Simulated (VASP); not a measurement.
Crystal: Si.

```
Si
1.0
    -1.88626    3.35553    0.02242
    -3.77361   -0.00062    0.00871
    -1.91525    1.18682   12.52712
Si
8
Direct
  0.05874 0.27875 0.46785
  0.70935 0.80322 0.73767
  0.40683 0.31486 0.94414
  0.61905 0.54841 0.21367
  0.41076 0.36825 0.78154
  0.68696 0.66165 0.04216
  0.20890 0.19719 0.28189
  0.89940 0.82767 0.53108
```

| Item | Value |
| --- | --- |
| Program | VASP 6.6.1 |
| Task | relaxation of cell and atoms |
| Functional | PBE |
| Potentials or basis | VASP PAW PBE potentials, release 64 (Si) |
| Cutoff | 600 eV |
| k mesh | 6 × 6 × 6 |
| Occupations | gaussian, width 0.1 eV |
| Spin | no spin polarisation |

At the start: pressure 9.8 GPa; volume 19.81 Å³/atom.

Task: How do energy, volume and symmetry change on relaxing?

Result: Over 26 steps the energy falls by 582.0 meV/atom and the volume is 20.44 Å³/atom (+3.2 %); space group P1 (No. 1, to 0.1 Å) before, R-3m (No. 166, to 0.1 Å).

Step by step:
| step | energy change (eV) | largest force (eV/Å) | pressure (GPa) | volume (Å³) |
| --- | --- | --- | --- | --- |
| 1 | 0.0000 | 7.5694 | 9.77 | 158.50 |
| 2 | -1.7568 | 4.1615 | -6.33 | 187.23 |
| 3 | -3.1291 | 2.1777 | -3.68 | 173.23 |
| 4 | -3.1317 | 2.1313 | -3.53 | 172.87 |
| 5 | -3.9353 | 2.2365 | -0.81 | 165.29 |
| 6 | -3.9681 | 2.4967 | 0.14 | 163.53 |
| 7 | -4.4338 | 1.2437 | 1.63 | 160.36 |
| 8 | -4.4462 | 1.0332 | 2.05 | 159.73 |
| 9 | -4.5534 | 0.7326 | -0.89 | 164.94 |
| 10 | -4.5653 | 0.5480 | -0.26 | 163.67 |
| 11 | -4.5943 | 0.2714 | -0.13 | 163.40 |
| 12 | -4.5949 | 0.2775 | -0.10 | 163.36 |
| 13 | -4.6068 | 0.2084 | 0.12 | 162.99 |
| 14 | -4.6100 | 0.2350 | 0.32 | 162.67 |
| 15 | -4.6191 | 0.1748 | 0.11 | 163.07 |
| 16 | -4.6252 | 0.2455 | -0.22 | 163.75 |
| 17 | -4.6347 | 0.1543 | -0.09 | 163.55 |
| 18 | -4.6392 | 0.2003 | 0.08 | 163.30 |
| 19 | -4.6463 | 0.1396 | 0.05 | 163.37 |
| 20 | -4.6465 | 0.1317 | 0.05 | 163.39 |
| 21 | -4.6521 | 0.0828 | -0.07 | 163.61 |
| 22 | -4.6535 | 0.1374 | -0.16 | 163.79 |
| 23 | -4.6559 | 0.0486 | 0.10 | 163.30 |
| 24 | -4.6560 | 0.0400 | 0.07 | 163.36 |
| 25 | -4.6561 | 0.0295 | -0.05 | 163.59 |
| 26 | -4.6562 | 0.0220 | -0.02 | 163.52 |

Final structure:
```
Si
1.0
    -1.92884    3.34521    0.00035
    -3.86100    0.00245   -0.00103
    -1.93084    1.11486   12.66478
Si
8
Cartesian
  -1.9241 1.1034 5.9383
  -5.8027 3.3430 9.0923
  -3.8549 2.2461 12.2659
  -3.8588 2.2328 2.7795
  -3.8737 2.2280 9.8844
  -3.8536 2.2472 0.3967
  -1.9292 1.1152 3.5725
  -5.7856 3.3343 6.7267
```
